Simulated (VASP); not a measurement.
# SnO in VASP: single point with PBE+D3(BJ)

Aim: the single point of SnO with PBE+D3(BJ).

Program: VASP 6.6.1. These are calculated values, not measurements. Logs are shortened: lines on timing, memory, paths and dates and some standing lists are left out, and cuts for length are marked.

### Step 1. The cell of the first run

The cell holds a slab with vacuum, 8 atoms: a = 3.820 Å, b = 3.820 Å, c = 22.226 Å, α = 90.00°, β = 90.00°, γ = 90.00°.

### Step 2. Single point, PBE+D3(BJ) (layers slid over each other)

INCAR reads:

```
ALGO = Normal ; DIPOL = 0.5 0.5 0.394
EDIFF = 1E-6 ; ENCUT = 520
GGA = PE ; GGA_COMPAT = False
IDIPOL = 3 ; ISIF = 2
ISMEAR = 0 ; IVDW = 12
LASPH = True ; LCHARG = True
LDIPOL = True ; LELF = True
LREAL = False ; LVACPOTAV = True
LVHAR = True ; LWAVE = False
NBANDS = 50 ; NELM = 120
NELMDL = -8 ; PREC = Accurate
SIGMA = 0.05
```

KPOINTS reads:

```
k-points
0
Gamma
  7 7 1
```

POSCAR reads:

```
SnO
1.0
    3.8201708766      0.0000000000      0.0000000000
    0.0000000000      3.8201708766      0.0000000000
    0.0000000000      0.0000000000     22.2260720666
Sn O
4 4
Direct
    0.5000000000      0.0000000000      0.2024649244
    0.0000000000      0.5000000000      0.3087831270
    0.2500000000      1.0000000000      0.4797535076
    0.7500000000      0.5000000000      0.5860717102
    0.0000000000      0.0000000000      0.2556240257
    0.5000000000      0.5000000000      0.2556240257
    0.7500000000      1.0000000000      0.5329126089
    0.2500000000      0.5000000000      0.5329126089
```

Potentials or basis: VASP PAW PBE potentials, release 64 (Sn_d, O).

The run is started by

```bash
$ cat potpaw_PBE.64/Sn_d/POTCAR potpaw_PBE.64/O/POTCAR > POTCAR
$ mpirun -np 1 vasp_std > vasp.out
```

OUTCAR:

```text
EDIFF = 1E-6
   ENCUT = 520
   GGA = PE
   ISIF = 2
   ISMEAR = 0
   IVDW = 12
   LASPH = True
   LREAL = False
   NELM = 120
   NELMDL = -8
   PREC = Accurate
 IVDW          = 12

 ion  position               nearest neighbor table
   1  0.500  0.000  0.202-   5 2.25   6 2.25   6 2.25   5 2.25   2 3.59   2 3.59   2 3.59   2 3.59

   2  0.000  0.500  0.309-   5 2.25   6 2.25   5 2.25   6 2.25   1 3.59   1 3.59   1 3.59   1 3.59

   3  0.250  0.000  0.480-   7 2.25   8 2.25   8 2.25   7 2.25   4 3.59   4 3.59   4 3.59   4 3.59

   4  0.750  0.500  0.586-   7 2.25   8 2.25   7 2.25   8 2.25   3 3.59   3 3.59   3 3.59   3 3.59

   5  0.000  0.000  0.256-   2 2.25   2 2.25   1 2.25   1 2.25
   6  0.500  0.500  0.256-   2 2.25   2 2.25   1 2.25   1 2.25
   7  0.750  0.000  0.533-   3 2.25   3 2.25   4 2.25   4 2.25
   8  0.250  0.500  0.533-   3 2.25   3 2.25   4 2.25   4 2.25

  LATTYP: Found a simple tetragonal cell.
 ALAT       =     3.8201708766
 C/A-ratio  =     5.8180832179

  Lattice vectors:

 A1 = (   3.8201708766,   0.0000000000,   0.0000000000)
 A2 = (   0.0000000000,   3.8201708766,   0.0000000000)
 A3 = (   0.0000000000,   0.0000000000,  22.2260720666)

Analysis of symmetry for initial positions (statically):
=====================================================================
 Subroutine PRICEL returns:
 Original cell was already a primitive cell.

 Routine SETGRP: Setting up the symmetry group for a
 simple tetragonal supercell.

 Subroutine GETGRP returns: Found  4 space group operations
 (whereof  2 operations were pure point group operations)
 out of a pool of 16 trial point group operations.

The static configuration has the point symmetry C_1h.
 The point group associated with its full space group is C_2h.

Analysis of symmetry for dynamics (positions and initial velocities):
=====================================================================
 Subroutine PRICEL returns:
 Original cell was already a primitive cell.

 Routine SETGRP: Setting up the symmetry group for a
 simple tetragonal supercell.

 Subroutine GETGRP returns: Found  4 space group operations
 (whereof  2 operations were pure point group operations)
 out of a pool of 16 trial point group operations.

The dynamic configuration has the point symmetry C_1h.
 The point group associated with its full space group is C_2h.

 Subroutine INISYM returns: Found  4 space group operations
 (whereof  2 operations are pure point group operations),
 and found     1 'primitive' translations

----------------------------------------------------------------------------------------

                                     Primitive cell

  volume of cell :     324.3608

  direct lattice vectors                    reciprocal lattice vectors
     3.820170877  0.000000000  0.000000000     0.261768395  0.000000000  0.000000000
     0.000000000  3.820170877  0.000000000     0.000000000  0.261768395  0.000000000
     0.000000000  0.000000000 22.226072067     0.000000000  0.000000000  0.044992205

  length of vectors
     3.820170877  3.820170877 22.226072067     0.261768395  0.261768395  0.044992205

  position of ions in fractional coordinates (direct lattice)
     0.500000000  0.000000000  0.202464924
     0.000000000  0.500000000  0.308783127
     0.250000000  0.000000000  0.479753508
     0.750000000  0.500000000  0.586071710
     0.000000000  0.000000000  0.255624026
     0.500000000  0.500000000  0.255624026
     0.750000000  0.000000000  0.532912609
     0.250000000  0.500000000  0.532912609

  ion indices of the primitive-cell ions
   primitive index   ion index
                 1           1
                 2           2
                 3           3
                 4           4
                 5           5
                 6           6
                 7           7
                 8           8

----------------------------------------------------------------------------------------

 KPOINTS: k-points

Automatic generation of k-mesh.
 Grid dimensions read from file:
 generate k-points for:    7    7    1

 Generating k-lattice:

  Cartesian coordinates                     Fractional coordinates (reciprocal lattice)
     0.037395485  0.000000000  0.000000000     0.142857143  0.000000000  0.000000000
     0.000000000  0.037395485  0.000000000     0.000000000  0.142857143  0.000000000
     0.000000000  0.000000000  0.044992205     0.000000000  0.000000000  1.000000000

  Length of vectors
     0.037395485  0.037395485  0.044992205

  Shift w.r.t. Gamma in fractional coordinates (k-lattice)
     0.000000000  0.000000000  0.000000000

 Subroutine IBZKPT returns following result:
 ===========================================

 Found     16 irreducible k-points:

 Following reciprocal coordinates:
            Coordinates               Weight
  0.000000  0.000000  0.000000      1.000000
  0.142857  0.000000  0.000000      2.000000
  0.000000  0.142857  0.000000      2.000000
  0.285714  0.000000  0.000000      2.000000
  0.000000  0.285714  0.000000      2.000000
  0.428571  0.000000  0.000000      2.000000
[... 8 lines left out ...]
 -0.285714  0.428571  0.000000      4.000000
  0.428571  0.428571  0.000000      4.000000
   k-points           NKPTS =     16   k-points in BZ     NKDIM =     16   number of bands    NBANDS=     50
   number of dos      NEDOS =    301   number of ions     NIONS =      8
   total plane-waves  NPLWV = 131712
   dimension x,y,z NGX =    28 NGY =   28 NGZ =  168
   dimension x,y,z NGXF=    56 NGYF=   56 NGZF=  336
   ions per type =               4   4
   NGX,Y,Z   is equivalent  to a cutoff of  12.19, 12.19, 12.57 a.u.
   NGXF,Y,Z  is equivalent  to a cutoff of  24.37, 24.37, 25.13 a.u.
 SYSTEM =  unknown system
   PREC   = accura    normal or accurate (medium, high low for compatibility)
   ISTART =      0    job   : 0-new  1-cont  2-samecut
   ICHARG =      2    charge: 1-file 2-atom 10-const
   ISPIN  =      1    spin polarized calculation?
   LNONCOLLINEAR =      F non collinear calculations
   LSORBIT =      F    spin-orbit coupling
   LASPH  =      T    aspherical Exc in radial PAW
   ENCUT  =  520.0 eV  38.22 Ry    6.18 a.u.   7.10  7.10 41.33*2*pi/ulx,y,z
   NELM   =    120;   NELMIN=  2; NELMDL= -8     # of ELM steps
   EDIFF  = 0.1E-05   stopping-criterion for ELM
   LREAL  =      F    real-space projection
   EDIFFG = 0.1E-04   stopping-criterion for IOM
   NSW    =      0    number of steps for IOM
   IBRION =     -1    ionic relax: 0-MD 1-quasi-New 2-CG
   NFREE  =      0    steps in history (QN), initial steepest desc. (CG)
   ISIF   =      2    stress and relaxation
   ISYM   =      2    0-nonsym 1-usesym 2-fastsym
   POTIM  = 0.5000    time-step for ionic-motion
   TEBEG  =    0.0;   TEEND  =   0.0 temperature during run
   PSTRESS=    0.0 pullay stress
   NELECT =      80.0000    total number of electrons
   NUPDOWN=      -1.0000    fix difference up-down
   EMIN   =  10.00;   EMAX   =-10.00  energy-range for DOS
   EFERMI =   0.00;   METHOD = LEGACY
   ISMEAR =     0;   SIGMA  =   0.05  broadening in eV -4-tet -1-fermi 0-gaus
   EFERMI_NEDOS =   21; number of points for ismear=-14 and -15
   IALGO  =     38    algorithm
   IMIX   =      4    mixing-type and parameters
     AMIX     =   0.40;   BMIX     =  1.00
     AMIX_MAG =   1.60;   BMIX_MAG =  1.00
  volume/ion in A,a.u.               =      40.55       273.61
  Fermi-wavevector in a.u.,A,eV,Ry     =   1.026665  1.940115 14.341097  1.054041
  Thomas-Fermi vector in A             =   2.160570
   LORBIT       =      0    0 simple, 1 ext, 2 COOP (PROOUT), +10 PAW based schemes
   GGA     = PE    functional components
   LHFCALC =     F    Hartree Fock is set to
   AEXX    =    0.0000 exact exchange contribution
   IVDW    =    12    specifies the selected vdW correction
   LEPSILON=     F    determine dielectric tensor
   LRPA    =     F    only Hartree local field effects (RPA)
 non-spin polarized calculation
 Gauss-broadening in eV      SIGMA  =   0.05
  energy-cutoff  :      520.00
  volume of cell :      324.36
 maximum number of plane-waves:      8769
   NGX = 15   NGY = 15   NGZ = 83

 dipolmoment           0.000000      0.000000      0.000190 electrons x Angstroem

 number of electron      79.9999971 magnetization

 dipolmoment           0.000000      0.000000     -0.000002 electrons x Angstroem

 Free energy of the ion-electron system (eV)
  ---------------------------------------------------
  ext. energy  EPLUGINS =         0.00000000
  ---------------------------------------------------
  free energy    TOTEN  =       -45.19267653 eV

  energy without entropy =      -45.19267653  energy(sigma->0) =      -45.19267653

 E-fermi :   0.1631     XC(G=0):  -5.2794

 val. band max:       -0.1130127748   @ k =   0.1429   0.0000   0.0000
 cond. band min:       2.2973604520   @ k =   0.4286   0.0000   0.0000
 fundamental gap:      2.4103732268
 Fermi energy:         0.1630961648

 k-point     1 :       0.0000    0.0000    0.0000
  band No.  band energies     occupation
      1     -21.0630      2.00000
      2     -21.0628      2.00000
      3     -20.7027      2.00000
      4     -20.7025      2.00000
      5     -20.6652      2.00000
      6     -20.6649      2.00000
[... 42 lines left out ...]
     49       5.1609      0.00000
     50       5.2811      0.00000

 k-point     2 :       0.1429    0.0000    0.0000
  band No.  band energies     occupation
      1     -21.0541      2.00000
      2     -21.0538      2.00000
      3     -20.7033      2.00000
      4     -20.7030      2.00000
      5     -20.6669      2.00000
      6     -20.6656      2.00000
[... 42 lines left out ...]
     49       5.4380      0.00000
     50       5.4560      0.00000

 k-point     3 :       0.0000    0.1429    0.0000
  band No.  band energies     occupation
      1     -21.0540      2.00000
      2     -21.0538      2.00000
      3     -20.7033      2.00000
      4     -20.7032      2.00000
      5     -20.6667      2.00000
      6     -20.6667      2.00000
[... 678 lines left out ...]
     49       5.8641      0.00000
     50       6.1246      0.00000

 k-point    16 :       0.4286    0.4286    0.0000
  band No.  band energies     occupation
      1     -21.0040      2.00000
      2     -21.0032      2.00000
      3     -20.9901      2.00000
      4     -20.9892      2.00000
      5     -20.6692      2.00000
      6     -20.6690      2.00000
[... 42 lines left out ...]
     49       6.0049      0.00000
     50       6.3682      0.00000

------------------------ aborting loop because EDIFF is reached ----------------------------------------

 Edisp (eV)   -1.27588

 E8    (eV) :    -0.5649

  FORCE on cell =-STRESS in cart. coord.  units (eV):
  Direction    XX          YY          ZZ          XY          YZ          ZX
  --------------------------------------------------------------------------------------
  -------------------------------------------------------------------------------------
  Total       0.16047     0.24457    -0.32630     0.00000     0.00000     0.27616
  in kB       0.79263     1.20805    -1.61177     0.00000     0.00000     1.36409
  external pressure =        0.13 kB  Pullay stress =        0.00 kB

 VOLUME and BASIS-vectors are now :
 -----------------------------------------------------------------------------
  energy-cutoff  :      520.00
  volume of cell :      324.36
      direct lattice vectors                 reciprocal lattice vectors
     3.820170877  0.000000000  0.000000000     0.261768395  0.000000000  0.000000000
     0.000000000  3.820170877  0.000000000     0.000000000  0.261768395  0.000000000
     0.000000000  0.000000000 22.226072067     0.000000000  0.000000000  0.044992205

 POSITION                                       TOTAL-FORCE (eV/Angst)
 -----------------------------------------------------------------------------------
      1.91009      0.00000      4.50000        -0.005526      0.000000     -0.071753
      0.00000      1.91009      6.86304        -0.024226      0.000000      0.152965
      0.95504      0.00000     10.66304         0.024226      0.000000     -0.152965
      2.86513      1.91009     13.02607         0.005526      0.000000      0.071753
      0.00000      0.00000      5.68152         0.011143      0.000000      0.015448
      1.91009      1.91009      5.68152        -0.033333      0.000000      0.017186
      2.86513      0.00000     11.84455         0.033333      0.000000     -0.017186
      0.95504      1.91009     11.84455        -0.011143      0.000000     -0.015448
 -----------------------------------------------------------------------------------
    total drift:                                0.000000      0.000000     -0.000109

  FREE ENERGIE OF THE ION-ELECTRON SYSTEM (eV)
  ---------------------------------------------------
  free  energy   TOTEN  =       -46.4685609650 eV

  energy  without entropy=      -46.4685609650  energy(sigma->0) =      -46.46856097

 vacuum level on the upper side and lower side of the slab         4.922         4.922
```

It took 8.9 min on 1 thread of Oxide Virtual Turin-like, shared host; peak memory 0.42 GiB.

What came out:

```
Free energy                : -46.4686 eV
Largest force              : 0.155 eV/Å
Band gap on the k mesh     : 2.41 eV (least direct gap 2.50 eV)
Dispersion energy per atom : -0.159 eV
```

Forces on the atoms (eV/Å):
```
Sn  -0.006  0.000 -0.072
Sn  -0.024  0.000  0.153
Sn   0.024  0.000 -0.153
Sn   0.006  0.000  0.072
O    0.011  0.000  0.015
O   -0.033  0.000  0.017
O    0.033  0.000 -0.017
O   -0.011  0.000 -0.015
```

Caveat: the cell differs from its parent crystal (layers slid over each other); spin-orbit coupling is left out, which moves the levels of the heavy elements.
